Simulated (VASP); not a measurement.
Ni2O (antifluorite type): single point with PBE

Crystal: Ni2O (antifluorite type).

```
CELL_PARAMETERS angstrom
0.00000 2.52696 2.52696
2.52696 0.00000 2.52696
2.52696 2.52696 0.00000
ATOMIC_POSITIONS crystal
Ni 0.25000 0.25000 0.25000
Ni 0.75000 0.75000 0.75000
O 0.00000 0.00000 0.00000
```

```
Program                : VASP 6.6.1
Task                   : single point
Functional             : PBE
Potentials or basis    : VASP PAW PBE potentials, release 64 (Ni, O)
Cutoff                 : 520 eV
k mesh                 : 19 × 19 × 19
Occupations            : fermi-dirac, width 0.0612256 eV
Spin                   : no spin polarisation
Dipole correction      : no
Further INCAR settings : ALGO = Normal; EDIFF = 1e-07; NBANDS = 20
```

* Pressure: -2.9 GPa
* Band gap on the k mesh: zero (bands 13 and 14 overlap by 0.37 eV)

Levels at points of the mesh, in eV from the Fermi level:
```csv
k point,band 11,band 12,band 13,band 14,band 15,band 16
"(0.00, 0.00, 0.00)",0.00,0.00,0.00,0.12,0.12,8.11
```

It took 4.9 min on 1 thread of Intel Xeon 8259CL, with other jobs on the host, peak memory 0.26 GiB.

Caveat: the run has no spin polarisation, though such a crystal can be magnetic. With open d or f shells a metallic result of PBE can be an artefact of self-interaction; +U or a hybrid may open a gap.
